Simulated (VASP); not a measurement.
# AlRu (rocksalt type) (Fm-3m) in VASP: notebook

AlRu (rocksalt type) is run at these levels: PBE; tasks: single point.

Everything below comes from runs of VASP 6.6.1. Logs are shortened: lines on timing, memory, paths and dates and some standing lists are left out, and cuts for length are marked.

## (1) The cell of the first run

It takes space group Fm-3m (No. 225, cubic). Conventional cell: a = 4.420 Å, b = 4.420 Å, c = 4.420 Å, α = 90.00°, β = 90.00°, γ = 90.00°. Ru (site symmetry m-3m) has 6 Al at 2.21 Å within 2.9 Å. Al (site symmetry m-3m) has 6 Ru at 2.21 Å within 2.9 Å.

## (2) Single point, PBE

INCAR

```
ALGO     = Normal         # electronic algorithm
EDIFF    = 1E-6           # SCF threshold, eV
ENCUT    = 520            # plane-wave cutoff, eV
GGA      = PE             # functional
ISIF     = 2              # what is computed and relaxed
ISMEAR   = -1             # smearing method
LASPH    = True           # aspherical terms in the spheres
LCHARG   = False          # write CHGCAR
LREAL    = False          # projectors in reciprocal space
LWAVE    = False          # write WAVECAR
NBANDS   = 16             # bands
NELM     = 100            # most SCF steps
PREC     = Accurate       # precision mode
SIGMA    = 0.08           # smearing width, eV
```

KPOINTS

```
k-points
0
Gamma
  15 15 15
```

POSCAR

```
AlRu
1.0
    0.0000000000      2.2102238861      2.2102238861
    2.2102238861      0.0000000000      2.2102238861
    2.2102238861      2.2102238861      0.0000000000
Ru Al
1 1
Direct
    0.0000000000      0.0000000000      0.0000000000
    0.5000000000      0.5000000000      0.5000000000
```

Potentials or basis: VASP PAW PBE potentials, release 64 (Ru_pv, Al).

Run with:

```console
$ cat potpaw_PBE.64/Ru_pv/POTCAR potpaw_PBE.64/Al/POTCAR > POTCAR
$ mpirun -np 1 vasp_std > vasp.out
```

OUTCAR:

```text
EDIFF = 1E-6
   ENCUT = 520
   GGA = PE
   ISIF = 2
   ISMEAR = -1
   LASPH = True
   LREAL = False
   NELM = 100
   PREC = Accurate

 ion  position               nearest neighbor table
   1  0.000  0.000  0.000-   2 2.21   2 2.21   2 2.21   2 2.21   2 2.21   2 2.21
   2  0.500  0.500  0.500-   1 2.21   1 2.21   1 2.21   1 2.21   1 2.21   1 2.21

  LATTYP: Found a face centered cubic cell.
 ALAT       =     4.4204477722

  Lattice vectors:

 A1 = (   0.0000000000,   2.2102238861,   2.2102238861)
 A2 = (   2.2102238861,   0.0000000000,   2.2102238861)
 A3 = (   2.2102238861,   2.2102238861,   0.0000000000)

Analysis of symmetry for initial positions (statically):
=====================================================================
 Subroutine PRICEL returns:
 Original cell was already a primitive cell.

 Routine SETGRP: Setting up the symmetry group for a
 face centered cubic supercell.

 Subroutine GETGRP returns: Found 48 space group operations
 (whereof 48 operations were pure point group operations)
 out of a pool of 48 trial point group operations.

The static configuration has the point symmetry O_h .

Analysis of symmetry for dynamics (positions and initial velocities):
=====================================================================
 Subroutine PRICEL returns:
 Original cell was already a primitive cell.

 Routine SETGRP: Setting up the symmetry group for a
 face centered cubic supercell.

 Subroutine GETGRP returns: Found 48 space group operations
 (whereof 48 operations were pure point group operations)
 out of a pool of 48 trial point group operations.

The dynamic configuration has the point symmetry O_h .

 Subroutine INISYM returns: Found 48 space group operations
 (whereof 48 operations are pure point group operations),
 and found     1 'primitive' translations

----------------------------------------------------------------------------------------

                                     Primitive cell

  volume of cell :      21.5943

  direct lattice vectors                    reciprocal lattice vectors
     0.000000000  2.210223886  2.210223886    -0.226221426  0.226221426  0.226221426
     2.210223886  0.000000000  2.210223886     0.226221426 -0.226221426  0.226221426
     2.210223886  2.210223886  0.000000000     0.226221426  0.226221426 -0.226221426

  length of vectors
     3.125728596  3.125728596  3.125728596     0.391827004  0.391827004  0.391827004

  position of ions in fractional coordinates (direct lattice)
     0.000000000  0.000000000  0.000000000
     0.500000000  0.500000000  0.500000000

  ion indices of the primitive-cell ions
   primitive index   ion index
                 1           1
                 2           2

----------------------------------------------------------------------------------------

 KPOINTS: k-points

Automatic generation of k-mesh.
 Grid dimensions read from file:
 generate k-points for:   15   15   15

 Generating k-lattice:

  Cartesian coordinates                     Fractional coordinates (reciprocal lattice)
    -0.015081428  0.015081428  0.015081428     0.066666667  0.000000000  0.000000000
     0.015081428 -0.015081428  0.015081428     0.000000000  0.066666667  0.000000000
     0.015081428  0.015081428 -0.015081428     0.000000000  0.000000000  0.066666667

  Length of vectors
     0.026121800  0.026121800  0.026121800

  Shift w.r.t. Gamma in fractional coordinates (k-lattice)
     0.000000000  0.000000000  0.000000000

 Subroutine IBZKPT returns following result:
 ===========================================

 Found    120 irreducible k-points:

 Following reciprocal coordinates:
            Coordinates               Weight
  0.000000  0.000000  0.000000      1.000000
  0.066667  0.000000  0.000000      8.000000
  0.133333  0.000000  0.000000      8.000000
  0.200000  0.000000  0.000000      8.000000
  0.266667  0.000000  0.000000      8.000000
  0.333333  0.000000  0.000000      8.000000
[... 16 lines left out ...]
  0.133333  0.133333  0.000000      6.000000
  0.200000  0.133333  0.000000     24.000000
 [... further k-points ...]
   k-points           NKPTS =    120   k-points in BZ     NKDIM =    120   number of bands    NBANDS=     16
   number of dos      NEDOS =    301   number of ions     NIONS =      2
   total plane-waves  NPLWV =  13824
   dimension x,y,z NGX =    24 NGY =   24 NGZ =   24
   dimension x,y,z NGXF=    48 NGYF=   48 NGZF=   48
   ions per type =               1   1
   NGX,Y,Z   is equivalent  to a cutoff of  12.76, 12.76, 12.76 a.u.
   NGXF,Y,Z  is equivalent  to a cutoff of  25.53, 25.53, 25.53 a.u.
 SYSTEM =  unknown system
   PREC   = accura    normal or accurate (medium, high low for compatibility)
   ISTART =      0    job   : 0-new  1-cont  2-samecut
   ICHARG =      2    charge: 1-file 2-atom 10-const
   ISPIN  =      1    spin polarized calculation?
   LNONCOLLINEAR =      F non collinear calculations
   LSORBIT =      F    spin-orbit coupling
   LASPH  =      T    aspherical Exc in radial PAW
   ENCUT  =  520.0 eV  38.22 Ry    6.18 a.u.   5.81  5.81  5.81*2*pi/ulx,y,z
   NELM   =    100;   NELMIN=  2; NELMDL= -5     # of ELM steps
   EDIFF  = 0.1E-05   stopping-criterion for ELM
   LREAL  =      F    real-space projection
   EDIFFG = 0.1E-04   stopping-criterion for IOM
   NSW    =      0    number of steps for IOM
   IBRION =     -1    ionic relax: 0-MD 1-quasi-New 2-CG
   NFREE  =      0    steps in history (QN), initial steepest desc. (CG)
   ISIF   =      2    stress and relaxation
   ISYM   =      2    0-nonsym 1-usesym 2-fastsym
   POTIM  = 0.5000    time-step for ionic-motion
   TEBEG  =    0.0;   TEEND  =   0.0 temperature during run
   PSTRESS=    0.0 pullay stress
   NELECT =      17.0000    total number of electrons
   NUPDOWN=      -1.0000    fix difference up-down
   EMIN   =  10.00;   EMAX   =-10.00  energy-range for DOS
   EFERMI =   0.00;   METHOD = LEGACY
   ISMEAR =    -1;   SIGMA  =   0.08  broadening in eV -4-tet -1-fermi 0-gaus
   EFERMI_NEDOS =   21; number of points for ismear=-14 and -15
   IALGO  =     38    algorithm
   IMIX   =      4    mixing-type and parameters
     AMIX     =   0.40;   BMIX     =  1.00
     AMIX_MAG =   1.60;   BMIX_MAG =  1.00
  volume/ion in A,a.u.               =      10.80        72.86
  Fermi-wavevector in a.u.,A,eV,Ry     =   1.511628  2.856562 31.089566  2.285019
  Thomas-Fermi vector in A             =   2.621660
   LORBIT       =      0    0 simple, 1 ext, 2 COOP (PROOUT), +10 PAW based schemes
   GGA     = PE    functional components
   LHFCALC =     F    Hartree Fock is set to
   AEXX    =    0.0000 exact exchange contribution
   IVDW    =     0    specifies the selected vdW correction
   LEPSILON=     F    determine dielectric tensor
   LRPA    =     F    only Hartree local field effects (RPA)
 non-spin polarized calculation
  energy-cutoff  :      520.00
  volume of cell :       21.59
 maximum number of plane-waves:       592
   NGX = 11   NGY = 11   NGZ = 11

 number of electron      16.9999994 magnetization

 Free energy of the ion-electron system (eV)
  ---------------------------------------------------
  ext. energy  EPLUGINS =         0.00000000
  ---------------------------------------------------
  free energy    TOTEN  =       -10.33648125 eV

  energy without entropy =      -10.31714509  energy(sigma->0) =      -10.32681317

 E-fermi :  14.5845     XC(G=0): -13.6062

 val. band max:       14.5402389987   @ k =  -0.4000   0.1333   0.0000
 cond. band min:      14.5960134291   @ k =   0.4667   0.4667   0.0000
 fundamental gap:      0.0557744305
 Fermi energy:        14.5845230806

 k-point     1 :       0.0000    0.0000    0.0000
  band No.  band energies     occupation
      1     -27.6622      2.00000
      2     -27.6622      2.00000
      3     -27.6622      2.00000
      4       3.3071      2.00000
      5      10.9690      2.00000
      6      10.9690      2.00000
[... 8 lines left out ...]
     15      31.5065      0.00000
     16      31.5065      0.00000

 k-point     2 :       0.0667    0.0000    0.0000
  band No.  band energies     occupation
      1     -27.6754      2.00000
      2     -27.6644      2.00000
      3     -27.6644      2.00000
      4       3.4331      2.00000
      5      10.8790      2.00000
      6      11.0237      2.00000
[... 8 lines left out ...]
     15      31.0420      0.00000
     16      31.2510      0.00000

 k-point     3 :       0.1333    0.0000    0.0000
  band No.  band energies     occupation
      1     -27.7127      2.00000
      2     -27.6705      2.00000
      3     -27.6705      2.00000
      4       3.8021      2.00000
      5      10.6397      2.00000
      6      11.0864      2.00000
[... 8 lines left out ...]
     15      30.1253      0.00000
     16      30.4625      0.00000

 k-point     4 :       0.2000    0.0000    0.0000
  band No.  band energies     occupation
      1     -27.7673      2.00000
      2     -27.6796      2.00000
      3     -27.6796      2.00000
      4       4.3850      2.00000
      5      10.3238      2.00000
      6      10.9565      2.00000
[... 8 lines left out ...]
     15      29.2746      0.00000
     16      29.2746      0.00000

 k-point     5 :       0.2667    0.0000    0.0000
  band No.  band energies     occupation
      1     -27.8294      2.00000
      2     -27.6901      2.00000
      3     -27.6901      2.00000
      4       5.1261      2.00000
      5      10.0124      2.00000
      6      10.7244      2.00000
[... 8 lines left out ...]
     15      28.1775      0.00000
     16      28.1775      0.00000

 k-point     6 :       0.3333    0.0000    0.0000
  band No.  band energies     occupation
      1     -27.8882      2.00000
      2     -27.7000      2.00000
      3     -27.7000      2.00000
      4       5.9280      2.00000
      5       9.7760      2.00000
      6      10.4990      2.00000
[... 8 lines left out ...]
     15      28.0820      0.00000
     16      28.0820      0.00000
[... 267 lines left out ...]
 k-point    21 :      -0.1333    0.0667    0.0000
  band No.  band energies     occupation
      1     -27.7352      2.00000
      2     -27.6821      2.00000
      3     -27.6721      2.00000
      4       4.0804      2.00000
      5      10.4739      2.00000
      6      11.0229      2.00000
[... 8 lines left out ...]
     15      28.7360      0.00000
     16      30.6424      0.00000

 k-point    22 :      -0.0667    0.0667    0.0000
  band No.  band energies     occupation
      1     -27.6944      2.00000
      2     -27.6718      2.00000
      3     -27.6662      2.00000
      4       3.6399      2.00000
      5      10.7344      2.00000
      6      11.0757      2.00000
[... 8 lines left out ...]
     15      30.0708      0.00000
     16      30.9244      0.00000

 k-point    23 :       0.1333    0.1333    0.0000
  band No.  band energies     occupation
      1     -27.7143      2.00000
      2     -27.6803      2.00000
      3     -27.6803      2.00000
      4       3.9611      2.00000
      5      10.4673      2.00000
      6      11.1414      2.00000
[... 8 lines left out ...]
     15      29.7735      0.00000
     16      29.7735      0.00000

 k-point    24 :       0.2000    0.1333    0.0000
  band No.  band energies     occupation
      1     -27.7496      2.00000
      2     -27.6899      2.00000
      3     -27.6884      2.00000
      4       4.3851      2.00000
      5      10.2178      2.00000
      6      10.8340      2.00000
[... 8 lines left out ...]
     15      28.7604      0.00000
     16      29.2685      0.00000

 [... further k-points ...]
[... 5 lines left out ...]
  --------------------------------------------------------------------------------------
  -------------------------------------------------------------------------------------
  Total       14.9040273     14.9040273     14.9040273     -0.0000000      0.0000000     -0.0000000
  in kB     1105.7970325   1105.7970325   1105.7970325     -0.0000000      0.0000000     -0.0000000
  external PRESSURE =    1105.7970325 kB  Pullay stress =       0.0000000 kB

 VOLUME and BASIS-vectors are now :
 -----------------------------------------------------------------------------
  energy-cutoff  :      520.00
  volume of cell :       21.59
      direct lattice vectors                 reciprocal lattice vectors
     0.000000000  2.210223886  2.210223886    -0.226221426  0.226221426  0.226221426
     2.210223886  0.000000000  2.210223886     0.226221426 -0.226221426  0.226221426
     2.210223886  2.210223886  0.000000000     0.226221426  0.226221426 -0.226221426

 POSITION                                       TOTAL-FORCE (eV/Angst)
 -----------------------------------------------------------------------------------
      0.00000      0.00000      0.00000         0.000000     -0.000000      0.000000
      2.21022      2.21022      2.21022        -0.000000      0.000000     -0.000000
 -----------------------------------------------------------------------------------
    total drift:                                0.000000     -0.000000     -0.000000

  FREE ENERGIE OF THE ION-ELECTRON SYSTEM (eV)
  ---------------------------------------------------
  free  energy   TOTEN  =       -10.3364812466 eV

  energy  without entropy=      -10.3171450894  energy(sigma->0) =      -10.32681317
```

Run time: 45 s. Hardware: 1 thread of AMD EPYC 7R43 (Zen 3), shared host; peak memory 0.13 GiB.

What came out:

```
Free energy : -10.3365 eV
Pressure    : 110.6 GPa
```

## (3) Single point, PBE

INCAR

```
SYSTEM = AlRu
  PREC = Accurate
  ENCUT = 520
  EDIFF = 1E-6
  ISMEAR = -1
  SIGMA = 0.08
  LREAL = .FALSE.
  LASPH = .TRUE.
  NELM = 80
  ALGO = Normal
  ISIF = 2
  LWAVE = .FALSE.
  LCHARG = .FALSE.
  GGA = PE
  NBANDS = 16
```

KPOINTS

```
Automatic mesh
0
G
  15 15 15
  0 0 0
```

POSCAR

```
AlRu
1.0
    0.0000000000      2.2095655999      2.2095655999
    2.2095655999      0.0000000000      2.2095655999
    2.2095655999      2.2095655999      0.0000000000
Ru Al
1 1
Direct
    0.0000000000      0.0000000000      0.0000000000
    0.5000000000      0.5000000000      0.5000000000
```

Potentials or basis: VASP PAW PBE potentials, release 64 (Ru_pv, Al).

Run with:

```console
$ cat potpaw_PBE.64/Ru_pv/POTCAR potpaw_PBE.64/Al/POTCAR > POTCAR
$ mpirun -np 1 vasp_std > vasp.out
```

It took 42 s on 1 thread of AMD EPYC 7R43 (Zen 3), shared host; peak memory 0.13 GiB.

The run converged. Its results:

| Property | Result |
| --- | --- |
| Free energy | -10.3231 eV |
| Pressure | 111.1 GPa |

Levels at points of the mesh, in eV from the Fermi level:
```csv
k point,band 6,band 7,band 8,band 9,band 10,band 11,band 12,band 13
"(0.00, 0.00, 0.00)",-3.62,-3.62,-2.89,-2.89,8.66,8.66,8.66,9.77
```

## (4) Single point, PBE

This run uses another cell than the first one, of 15.48 Å³/atom, 1.434 times its volume.

INCAR

```
ALGO     = Normal         # electronic algorithm
EDIFF    = 1E-6           # SCF threshold, eV
ENCUT    = 520            # plane-wave cutoff, eV
GGA      = PE             # functional
ISIF     = 2              # what is computed and relaxed
ISMEAR   = -1             # smearing method
LASPH    = True           # aspherical terms in the spheres
LCHARG   = False          # write CHGCAR
LREAL    = False          # projectors in reciprocal space
LWAVE    = False          # write WAVECAR
NBANDS   = 16             # bands
NELM     = 80             # most SCF steps
PREC     = Accurate       # precision mode
SIGMA    = 0.08           # smearing width, eV
```

KPOINTS

```
k-points
0
Gamma
  14 14 14
```

POSCAR

```
AlRu
1.0
    0.0000000000      2.4921758265      2.4921758265
    2.4921758265      0.0000000000      2.4921758265
    2.4921758265      2.4921758265      0.0000000000
Ru Al
1 1
Direct
    0.0000000000      0.0000000000      0.0000000000
    0.5000000000      0.5000000000      0.5000000000
```

Run with:

```console
$ cat potpaw_PBE.64/Ru_pv/POTCAR potpaw_PBE.64/Al/POTCAR > POTCAR
$ mpirun -np 1 vasp_std > vasp.out
```

It took 71 s on 1 thread of AMD EPYC 7R43 (Zen 3), shared host; peak memory 0.15 GiB.

The run converged. Its results:

```yaml
Free_energy: -12.7013 eV
Pressure: 0.0 GPa
```

Levels at points of the mesh, in eV from the Fermi level:
```tsv
k point	band 6	band 7	band 8	band 9	band 10	band 11	band 12	band 13
(0.00, 0.00, 0.00)	-1.98	-1.98	-1.67	-1.67	6.56	6.56	6.56	10.08
(0.50, 0.00, 0.00)	-2.79	-2.79	-0.31	-0.31	1.28	7.34	7.94	7.94
(0.50, 0.50, 0.00)	-2.42	-0.95	0.09	0.09	2.17	2.42	2.42	8.46
```

## (5) Summary

```tsv
cell	k mesh	gap on the mesh (eV)	pressure (GPa)
a = 3.126 Å, angles 60.0°, 2 atoms	15 × 15 × 15	none	110.6
a = 3.125 Å, angles 60.0°, 2 atoms	15 × 15 × 15	none	111.1
a = 3.524 Å, angles 60.0°, 2 atoms	14 × 14 × 14	none	0.0
```

Alike in all rows: task single point; level PBE; potentials or basis VASP PAW PBE potentials, release 64 (Ru_pv, Al); no spin polarisation; cutoff (eV) 520; smearing fermi-dirac 0.08 eV.

Absolute energies hang on the potentials; compare differences alone.
